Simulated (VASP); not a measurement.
## TiO2: single point with PBEsol

TiO2:

```
Ti O
1.0
     1.48728    0.85868    6.93469
    -1.48728    0.85868    6.93469
     0.00000   -1.71736    6.93469
Ti O
1 2
Cartesian
  0.0000 0.0000 0.0000
  0.0000 0.0000 12.9082
  0.0000 0.0000 7.8958
```

```json
{
  "Program": "VASP 6.6.1",
  "Task": "single point",
  "Functional": "PBEsol",
  "Potentials or basis": "VASP PAW PBE potentials, release 64 (Ti_sv, O)",
  "Cutoff": "520 eV",
  "k mesh": "7 × 7 × 7",
  "Occupations": "gaussian, width 0.01 eV",
  "Spin": "no spin polarisation",
  "Dipole correction": "no",
  "Further INCAR settings": "ALGO = Normal; EDIFF = 1e-06; NBANDS = 19"
}
```

The pressure is -1.4 GPa and the largest force is 0.097 eV/Å. The band gap on the k mesh is 2.69 eV (least direct gap 2.88 eV).

Forces in eV/Å, atoms in the order of the input:
```
Ti   0.000  0.000  0.000
O    0.000  0.000  0.097
O    0.000  0.000 -0.097
```

Stress tensor (GPa, compression positive):
```
-1.68  0.00  0.00
 0.00 -1.68  0.00
 0.00  0.00 -0.71
```

Levels at points of the mesh, in eV from the valence-band top:
```
           k point  band 10  band 11  band 12  band 13  band 14  band 15
(0.00, 0.00, 0.00)    -0.66    -0.19    -0.19     2.69     2.69     4.46
```

It took 6.7 min on 1 thread of Intel Xeon 8259CL, on a shared host, peak memory 0.4 GiB.

Caveat: the PAW data sets were made with another functional, which shifts forces and pressure a little; an odd mesh through Γ misses points on the zone boundary, where band edges can lie.
